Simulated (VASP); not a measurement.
# AlN (Imm2) in VASP: further runs

AlN is run at these levels: r2SCAN; tasks: single point.

Everything below comes from runs of VASP 6.6.1. Logs are shortened: lines on timing, memory, paths and dates and some standing lists are left out, and cuts for length are marked.

### Step 1. The cell of the first run

Symmetry: Imm2, No. 44, orthorhombic system. Conventional cell: a = 3.074 Å, b = 3.105 Å, c = 4.370 Å, α = 90.00°, β = 90.00°, γ = 90.00°. Within 2.5 Å of Al (site symmetry mm2) lie 4 N at 1.89 to 1.90 Å. Within 2.5 Å of N (site symmetry mm2) lie 4 Al at 1.89 to 1.90 Å.

### Step 2. Single point, r2SCAN (strain -0.0100 x Voigt [0, 0, 0, 1, 0, 0])

File POSCAR:

```
AlN
1.0
    0.0000000000      2.1739761251      2.1739761251
    2.1849006282     -0.0109245031      2.1849006282
    2.1849006282      2.1849006282     -0.0109245031
Al N
1 1
Direct
    0.0000000000      0.0000000000      0.0000000000
    0.7500000000      0.7500000000      0.7500000000
```

File INCAR.step1:

```
PREC     = Accurate       # precision mode
ENCUT    = 520            # plane-wave cutoff, eV
ISMEAR   = 0              # smearing method
SIGMA    = 0.05           # smearing width, eV
LREAL    = False          # projectors in reciprocal space
LASPH    = True           # aspherical terms in the spheres
NELM     = 100            # most SCF steps
NBANDS   = 11             # bands
GGA      = PE             # functional
ALGO     = Normal         # electronic algorithm
EDIFF    = 1E-4           # SCF threshold, eV
LWAVE    = True           # write WAVECAR
LCHARG   = False          # write CHGCAR
```

File INCAR.step2:

```
PREC     = Accurate       # precision mode
ENCUT    = 520            # plane-wave cutoff, eV
EDIFF    = 1E-6           # SCF threshold, eV
ISMEAR   = 0              # smearing method
SIGMA    = 0.05           # smearing width, eV
LREAL    = False          # projectors in reciprocal space
LASPH    = True           # aspherical terms in the spheres
NELM     = 100            # most SCF steps
ALGO     = Normal         # electronic algorithm
ISIF     = 2              # what is computed and relaxed
LWAVE    = False          # write WAVECAR
LCHARG   = False          # write CHGCAR
METAGGA  = R2SCAN         # meta-GGA
LMIXTAU  = True         
NBANDS   = 11             # bands
ISTART   = 1
```

File KPOINTS:

```
regular mesh
0
Gamma
  10 10 10
```

Potentials or basis: VASP PAW PBE potentials, release 64 (Al, N).

The run is started by

```bash
> cat potpaw_PBE.64/Al/POTCAR potpaw_PBE.64/N/POTCAR > POTCAR
> cp INCAR.step1 INCAR
> mpirun -np 1 vasp_std > vasp.out
> cp INCAR.step2 INCAR
> mpirun -np 1 vasp_std > vasp.out
```

OUTCAR:

```text
PREC = Accurate
   ENCUT = 520
   EDIFF = 1E-6
   ISMEAR = 0
   LREAL = False
   LASPH = True
   NELM = 100
   ISIF = 2
   METAGGA = R2SCAN
   ISTART = 1

 ion  position               nearest neighbor table
   1  0.000  0.000  0.000-   2 1.89   2 1.89   2 1.90   2 1.90
   2  0.750  0.750  0.750-   1 1.89   1 1.89   1 1.90   1 1.90

  LATTYP: Found a body centered orthorhombic cell.
 ALAT       =     3.0744665204
 B/A-ratio  =     1.0100502512
 C/A-ratio  =     1.4213201632

  Lattice vectors:

 A1 = (  -2.1849006282,   0.0109245031,  -2.1849006282)
 A2 = (  -2.1849006282,  -0.0109245031,   2.1849006282)
 A3 = (   2.1849006282,   2.1849006282,  -0.0109245031)

Analysis of symmetry for initial positions (statically):
=====================================================================
 Subroutine PRICEL returns:
 Original cell was already a primitive cell.

 Routine SETGRP: Setting up the symmetry group for a
 body centered orthorhombic supercell.

 Subroutine GETGRP returns: Found  4 space group operations
 (whereof  4 operations were pure point group operations)
 out of a pool of  8 trial point group operations.

The static configuration has the point symmetry C_2v.

Analysis of symmetry for dynamics (positions and initial velocities):
=====================================================================
 Subroutine PRICEL returns:
 Original cell was already a primitive cell.

 Routine SETGRP: Setting up the symmetry group for a
 body centered orthorhombic supercell.

 Subroutine GETGRP returns: Found  4 space group operations
 (whereof  4 operations were pure point group operations)
 out of a pool of  8 trial point group operations.

The dynamic configuration has the point symmetry C_2v.

 Subroutine INISYM returns: Found  4 space group operations
 (whereof  4 operations are pure point group operations),
 and found     1 'primitive' translations

----------------------------------------------------------------------------------------

                                     Primitive cell

  volume of cell :      20.8600

  direct lattice vectors                    reciprocal lattice vectors
     0.000000000  2.173976125  2.173976125    -0.228843360  0.229993326  0.229993326
     2.184900628 -0.010924503  2.184900628     0.228843360 -0.227704835  0.227704835
     2.184900628  2.184900628 -0.010924503     0.228843360  0.227704835 -0.227704835

  length of vectors
[... 84 lines left out ...]
   EDIFFG = 0.1E-04   stopping-criterion for IOM
   NSW    =      0    number of steps for IOM
   IBRION =     -1    ionic relax: 0-MD 1-quasi-New 2-CG
   NFREE  =      0    steps in history (QN), initial steepest desc. (CG)
   ISIF   =      2    stress and relaxation
   ISYM   =      2    0-nonsym 1-usesym 2-fastsym
   POTIM  = 0.5000    time-step for ionic-motion
   TEBEG  =    0.0;   TEEND  =   0.0 temperature during run
   PSTRESS=    0.0 pullay stress
   NELECT =       8.0000    total number of electrons
   NUPDOWN=      -1.0000    fix difference up-down
   EMIN   =  10.00;   EMAX   =-10.00  energy-range for DOS
   EFERMI =   0.00;   METHOD = LEGACY
   ISMEAR =     0;   SIGMA  =   0.05  broadening in eV -4-tet -1-fermi 0-gaus
   EFERMI_NEDOS =   21; number of points for ismear=-14 and -15
   IALGO  =     38    algorithm
   IMIX   =      4    mixing-type and parameters
     AMIX     =   0.40;   BMIX     =  1.00
     AMIX_MAG =   1.60;   BMIX_MAG =  1.00
  volume/ion in A,a.u.               =      10.43        70.39
  Fermi-wavevector in a.u.,A,eV,Ry     =   1.189415  2.247669 19.248273  1.414708
  Thomas-Fermi vector in A             =   2.325523
   LORBIT       =      0    0 simple, 1 ext, 2 COOP (PROOUT), +10 PAW based schemes
   METAGGA = R2SCAN    functional components
   LHFCALC =     F    Hartree Fock is set to
   AEXX    =    0.0000 exact exchange contribution
   IVDW    =     0    specifies the selected vdW correction
   LEPSILON=     F    determine dielectric tensor
   LRPA    =     F    only Hartree local field effects (RPA)
 non-spin polarized calculation
 Gauss-broadening in eV      SIGMA  =   0.05
  energy-cutoff  :      520.00
  volume of cell :       20.86
 maximum number of plane-waves:       573
   NGX = 11   NGY = 11   NGZ = 11

 number of electron       8.0000000 magnetization

 Free energy of the ion-electron system (eV)
  ---------------------------------------------------
  ext. energy  EPLUGINS =         0.00000000
  ---------------------------------------------------
  free energy    TOTEN  =       -19.17816700 eV

  energy without entropy =      -19.17816700  energy(sigma->0) =      -19.17816700

 E-fermi :   5.9279     XC(G=0): -11.4129

 val. band max:        5.7095209951   @ k =   0.0000   0.0000   0.0000
 cond. band min:       9.6133761337   @ k =   0.0000   0.5000   0.5000
 fundamental gap:      3.9038551387
 Fermi energy:         5.9278908748

 k-point     1 :       0.0000    0.0000    0.0000
  band No.  band energies     occupation
      1     -10.0530      2.00000
      2       5.6544      2.00000
      3       5.6812      2.00000
      4       5.7095      2.00000
      5      10.5605      0.00000
      6      19.0527      0.00000
      7      19.1936      0.00000
      8      19.3296      0.00000
      9      24.2049      0.00000
     10      24.2078      0.00000
     11      25.8578      0.00000
[... 309 lines left out ...]
 k-point    24 :      -0.3000    0.2000   -0.0000
  band No.  band energies     occupation
      1      -8.1453      2.00000
      2       1.0642      2.00000
      3       3.4582      2.00000
      4       5.1536      2.00000
      5      14.3457      0.00000
      6      15.5691      0.00000
      7      18.4810      0.00000
      8      18.8054      0.00000
      9      23.1475      0.00000
     10      25.6486      0.00000
     11      28.1709      0.00000

 [... further k-points ...]
[... 5 lines left out ...]
  --------------------------------------------------------------------------------------
  -------------------------------------------------------------------------------------
  Total       -0.0491276     -0.0471784     -0.0471784      0.0000000      0.3087387      0.0000000
  in kB       -3.7733058     -3.6235971     -3.6235971      0.0000000     23.7130505      0.0000000
  external PRESSURE =      -3.6735000 kB  Pullay stress =       0.0000000 kB

 VOLUME and BASIS-vectors are now :
 -----------------------------------------------------------------------------
  energy-cutoff  :      520.00
  volume of cell :       20.86
      direct lattice vectors                 reciprocal lattice vectors
     0.000000000  2.173976125  2.173976125    -0.228843360  0.229993326  0.229993326
     2.184900628 -0.010924503  2.184900628     0.228843360 -0.227704835  0.227704835
     2.184900628  2.184900628 -0.010924503     0.228843360  0.227704835 -0.227704835

 POSITION                                       TOTAL-FORCE (eV/Angst)
 -----------------------------------------------------------------------------------
      0.00000      0.00000      0.00000         0.087387      0.000000      0.000000
      3.27735      3.26096      3.26096        -0.087387      0.000000     -0.000000
 -----------------------------------------------------------------------------------
    total drift:                               -0.001217      0.000001      0.000001

  FREE ENERGIE OF THE ION-ELECTRON SYSTEM (eV)
  ---------------------------------------------------
  free  energy   TOTEN  =       -19.1781669983 eV

  energy  without entropy=      -19.1781669983  energy(sigma->0) =      -19.17816700
```

OSZICAR.step1:

```text
N       E                     dE             d eps       ncg     rms          rms(c)
DAV:   1     0.115892780626E+02    0.11589E+02   -0.39121E+03  3850   0.610E+02
DAV:   2    -0.163289741743E+02   -0.27918E+02   -0.27049E+02  4594   0.140E+02
DAV:   3    -0.172137253694E+02   -0.88475E+00   -0.88361E+00  4618   0.235E+01
DAV:   4    -0.172184396024E+02   -0.47142E-02   -0.47139E-02  4263   0.187E+00
DAV:   5    -0.172184976841E+02   -0.58082E-04   -0.58081E-04  4563   0.199E-01    0.862E+00
DAV:   6    -0.148497373546E+02    0.23688E+01   -0.11866E+01  4440   0.173E+01    0.283E+00
DAV:   7    -0.148461902625E+02    0.35471E-02   -0.17074E-01  4200   0.323E+00    0.206E+00
DAV:   8    -0.148410705182E+02    0.51197E-02   -0.28386E-02  4101   0.159E+00    0.583E-01
DAV:   9    -0.148396302885E+02    0.14402E-02   -0.41290E-03  4572   0.381E-01    0.233E-01
DAV:  10    -0.148396748359E+02   -0.44547E-04   -0.40932E-04  4002   0.131E-01
   1 F= -.14839675E+02 E0= -.14839675E+02  d E =-.284257E-16
```

It took 80 s on 1 thread of Intel Xeon Platinum 8259CL at 2.50GHz (Skylake/Cascade Lake), shared host; peak memory 0.16 GiB.

Results:

| Item | Value |
| --- | --- |
| Free energy | -19.1782 eV |
| Pressure | -0.4 GPa |
| Largest force | 0.087 eV/Å |
| Band gap on the k mesh | 3.90 eV, indirect (least direct gap 4.85 eV) |

Forces on the atoms (eV/Å):
```
Al   0.087  0.000  0.000
N   -0.087  0.000  0.000
```

Caveat: the cell differs from its parent crystal (strain -0.0100 x Voigt [0, 0, 0, 1, 0, 0]); the PAW data sets were made with another functional, which shifts forces and pressure a little. A k mesh can miss the band edges.

### Step 3. Single point, r2SCAN (strain +0.0050 x Voigt [0, 0, 0, 1, 0, 0])

File POSCAR:

```
AlN
1.0
    0.0000000000      2.1903628798      2.1903628798
    2.1849006282      0.0054622516      2.1849006282
    2.1849006282      2.1849006282      0.0054622516
Al N
1 1
Direct
    0.0000000000      0.0000000000      0.0000000000
    0.7500000000      0.7500000000      0.7500000000
```

File INCAR.step1:

```
PREC     = Accurate       # precision mode
ENCUT    = 520            # plane-wave cutoff, eV
ISMEAR   = 0              # smearing method
SIGMA    = 0.05           # smearing width, eV
LREAL    = F              # projectors in reciprocal space
LASPH    = T              # aspherical terms in the spheres
NELM     = 100            # most SCF steps
NBANDS   = 11             # bands
GGA      = PE             # functional
ALGO     = Normal         # electronic algorithm
EDIFF    = 1E-4           # SCF threshold, eV
LWAVE    = T              # write WAVECAR
LCHARG   = F              # write CHGCAR
```

File INCAR.step2:

```
PREC     = Accurate       # precision mode
ENCUT    = 520            # plane-wave cutoff, eV
EDIFF    = 1E-6           # SCF threshold, eV
ISMEAR   = 0              # smearing method
SIGMA    = 0.05           # smearing width, eV
LREAL    = F              # projectors in reciprocal space
LASPH    = T              # aspherical terms in the spheres
NELM     = 100            # most SCF steps
ALGO     = Normal         # electronic algorithm
ISIF     = 2              # what is computed and relaxed
LWAVE    = F              # write WAVECAR
LCHARG   = F              # write CHGCAR
METAGGA  = R2SCAN         # meta-GGA
LMIXTAU  = T            
NBANDS   = 11             # bands
ISTART   = 1
```

File KPOINTS:

```
Automatic mesh
0
Gamma
  10 10 10
```

Potentials or basis: VASP PAW PBE potentials, release 64 (Al, N).

The run is started by

```bash
> cat potpaw_PBE.64/Al/POTCAR potpaw_PBE.64/N/POTCAR > POTCAR
> cp INCAR.step1 INCAR
> mpirun -np 1 vasp_std > vasp.out
> cp INCAR.step2 INCAR
> mpirun -np 1 vasp_std > vasp.out
```

Run time: 77 s. Hardware: 1 thread of Intel Xeon Platinum 8259CL at 2.50GHz (Skylake/Cascade Lake), shared host; peak memory 0.16 GiB.

It converged, with:

* Free energy: -19.1793 eV
* Pressure: -0.4 GPa
* Largest force: 0.044 eV/Å
* Band gap on the k mesh: 3.92 eV, indirect (least direct gap 4.87 eV)

Forces on the atoms (eV/Å):
```
Al  -0.044  0.000  0.000
N    0.044  0.000  0.000
```

Stress tensor (GPa, compression positive):
```
-0.39  0.00  0.00
 0.00 -0.39 -1.19
 0.00 -1.19 -0.39
```

Levels at points of the mesh, in eV from the valence-band top:
| k point | band 1 | band 2 | band 3 | band 4 | band 5 | band 6 | band 7 | band 8 | band 9 |
| --- | --- | --- | --- | --- | --- | --- | --- | --- | --- |
| (0.00, 0.00, 0.00) | -15.75 | -0.03 | -0.01 | 0.00 | 4.87 | 13.43 | 13.50 | 13.56 | 18.51 |
| (0.50, 0.00, 0.00) | -13.75 | -5.91 | -0.49 | -0.49 | 8.21 | 10.80 | 11.92 | 11.98 | 19.30 |
| (0.00, 0.50, 0.00) | -13.73 | -5.90 | -0.51 | -0.51 | 8.16 | 10.80 | 11.87 | 11.92 | 19.29 |
| (0.50, 0.50, 0.00) | -13.11 | -4.96 | -1.82 | -1.82 | 3.92 | 9.46 | 15.17 | 16.92 | 16.93 |
| (0.00, 0.50, 0.50) | -13.11 | -4.96 | -1.85 | -1.79 | 3.92 | 9.46 | 15.17 | 16.91 | 16.94 |

Caveat: the cell differs from its parent crystal (strain +0.0050 x Voigt [0, 0, 0, 1, 0, 0]); the PAW data sets were made with another functional, which shifts forces and pressure a little.

### Step 4. Single point, r2SCAN (strain +0.0175 x Voigt [0, 0, 0, 1, 0, 0])

File POSCAR:

```
AlN
1.0
    0.0000000000      2.2040185087      2.2040185087
    2.1849006282      0.0191178805      2.1849006282
    2.1849006282      2.1849006282      0.0191178805
Al N
1 1
Direct
    0.0000000000      0.0000000000      0.0000000000
    0.7500000000      0.7500000000      0.7500000000
```

File INCAR.step1:

```
SYSTEM = AlN
PREC = Accurate ; ENCUT = 520
ISMEAR = 0 ; SIGMA = 0.05
LREAL = .False. ; LASPH = .True.
NELM = 100 ; NBANDS = 11
GGA = PE ; ALGO = Normal
EDIFF = 1E-4 ; LWAVE = .True.
LCHARG = .False.
```

File INCAR.step2:

```
SYSTEM = AlN
PREC = Accurate ; ENCUT = 520
EDIFF = 1E-6 ; ISMEAR = 0
SIGMA = 0.05 ; LREAL = .False.
LASPH = .True. ; NELM = 100
ALGO = Normal ; ISIF = 2
LWAVE = .False. ; LCHARG = .True.
METAGGA = R2SCAN ; LMIXTAU = .True.
LELF = .True. ; LVHAR = .True.
NBANDS = 11 ; ISTART = 1
```

File KPOINTS:

```
regular mesh
0
Gamma
  10 10 10
  0 0 0
```

The run is started by

```bash
> cat potpaw_PBE.64/Al/POTCAR potpaw_PBE.64/N/POTCAR > POTCAR
> cp INCAR.step1 INCAR
> mpirun -np 1 vasp_std > vasp.out
> cp INCAR.step2 INCAR
> mpirun -np 1 vasp_std > vasp.out
```

Run time: 78 s. Hardware: 1 thread of Intel Xeon Platinum 8259CL at 2.50GHz (Skylake/Cascade Lake), shared host; peak memory 0.17 GiB.

Results (log left out):

- Free energy: -19.1750 eV
- Pressure: -0.3 GPa
- Largest force: 0.153 eV/Å
- Band gap on the k mesh: 3.88 eV, indirect (least direct gap 4.83 eV)

Forces on the atoms (eV/Å):
```
Al  -0.153  0.000  0.000
N    0.153  0.000  0.000
```

Stress tensor (GPa, compression positive):
```
-0.34  0.00  0.00
 0.00 -0.30 -4.15
 0.00 -4.15 -0.30
```

Levels at points of the mesh, in eV from the valence-band top:
```
           k point  band 1  band 2  band 3  band 4  band 5  band 6  band 7  band 8
(0.00, 0.00, 0.00)  -15.78   -0.10   -0.05    0.00    4.83   13.22   13.47   13.70
(0.50, 0.00, 0.00)  -13.81   -5.97   -0.52   -0.49    8.23   10.76   11.90   12.08
(0.00, 0.50, 0.00)  -13.74   -5.91   -0.58   -0.56    8.07   10.76   11.70   11.89
(0.50, 0.50, 0.00)  -13.15   -5.00   -1.85   -1.85    3.88    9.42   15.12   16.89
(0.00, 0.50, 0.50)  -13.15   -5.00   -1.96   -1.74    3.88    9.43   15.13   16.83
```

Caveat: the cell differs from its parent crystal (strain +0.0175 x Voigt [0, 0, 0, 1, 0, 0]); the PAW data sets were made with another functional, which shifts forces and pressure a little.

### Step 5. Summary

```csv
cell,gap on the mesh (eV),pressure (GPa),largest force (eV/Å)
"a = 3.074, b = 3.090, c = 3.090 Å, angles 60.3, 60.2, 60.2°, 2 atoms",3.90,-0.4,0.09
"a = 3.098, b = 3.090, c = 3.090 Å, angles 59.8, 59.9, 59.9°, 2 atoms",3.92,-0.4,0.04
"a = 3.117, b = 3.090, c = 3.090 Å, angles 59.4, 59.7, 59.7°, 2 atoms",3.88,-0.3,0.15
```

Alike in all rows: task single point; level r2SCAN; potentials or basis VASP PAW PBE potentials, release 64 (Al, N); no spin polarisation; k mesh 10 × 10 × 10; cutoff (eV) 520; smearing gaussian 0.05 eV.

Caveats: the PAW data sets were made with another functional, which shifts forces and pressure a little.

Total energies depend on the potentials used, so only differences within one code and one set of settings carry meaning.
